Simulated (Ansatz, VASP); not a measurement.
# One calculation of PbS, two programs

Contents of INCAR:

```
SYSTEM = PbS
PREC     = Accurate       ! precision mode
ENCUT    = 520            ! plane-wave cutoff, eV
EDIFF    = 1E-6           ! SCF threshold, eV
ISMEAR   = 0              ! smearing method
SIGMA    = 0.01           ! smearing width, eV
LREAL    = .FALSE.        ! projectors in reciprocal space
LASPH    = .TRUE.         ! aspherical terms in the spheres
NELM     = 100            ! most SCF steps
ALGO     = Normal         ! electronic algorithm
ISIF     = 2              ! what is computed and relaxed
LWAVE    = .FALSE.        ! write WAVECAR
LCHARG   = .FALSE.        ! write CHGCAR
GGA      = PS             ! functional
NBANDS   = 28             ! bands
```

File KPOINTS:

```
regular mesh
0
G
  6 6 4
  0 0 0
```

File POSCAR:

```
PbS
1.0
    2.0569418400     -3.5658292700      0.0000000000
    2.0569418400      3.5658292700      0.0000000000
    0.0000000000      0.0000000000      7.5599447400
Pb S
2 2
Direct
    0.0010316600      0.9989683400      0.4867318100
    0.9989683400      0.0010316600      0.9867318100
    0.6671454800      0.3328545200      0.6924681900
    0.3328545200      0.6671454800      0.1924681900
```

Input for Ansatz:

```yaml
crystal:
  lattice:
    - [2.05694184, -3.56582927, 0.0]
    - [2.05694184, 3.56582927, 0.0]
    - [0.0, 0.0, 7.55994474]
  atoms:
    - { symbol: Pb, position: [0.0010316600000000067, 0.99896834, 0.48673181] }
    - { symbol: Pb, position: [0.99896834, 0.0010316599999999445, 0.98673181] }
    - { symbol: S, position: [0.66714548, 0.33285452000000004, 0.69246819] }
    - { symbol: S, position: [0.33285452000000004, 0.66714548, 0.19246819] }
basis:
  ecutwfc: 510.0
kpoints:
  mp_grid:
    grid: [6, 6, 4]
  band_path:
    path:
      - [0.0, 0.0, 0.0]
      - [-0.5, 0.0, 0.0]
      - [-0.5, 0.0, -0.5]
      - [0.0, 0.0, -0.5]
      - [-0.5, 0.5, -0.5]
    npoints: 6
hamiltonian:
  xc: pbesol
scf:
  n_extra_bands: 8
  occupations:
    method: fixed
```

Alike in both runs: task single point; functional PBEsol; k mesh 6 × 6 × 4; no spin polarisation.

```csv
,VASP,Ansatz
version,VASP 6.6.1,Ansatz 0.2.0
potentials or method,"VASP PAW PBE potentials, release 64 (Pb_d, S), cutoff 520 eV","plane waves, PAW"
occupations,"gaussian, width 0.01 eV",fixed
valence electrons in the cell,40,40
```

|  | VASP | Ansatz | Ansatz less VASP |
| --- | --- | --- | --- |
| gap on the k mesh at the Fermi level (eV) | 0.40 | 0.40 | -0.002 |

VASP's potentials were made for PBE, not for PBEsol.

Spin-orbit coupling is off throughout.
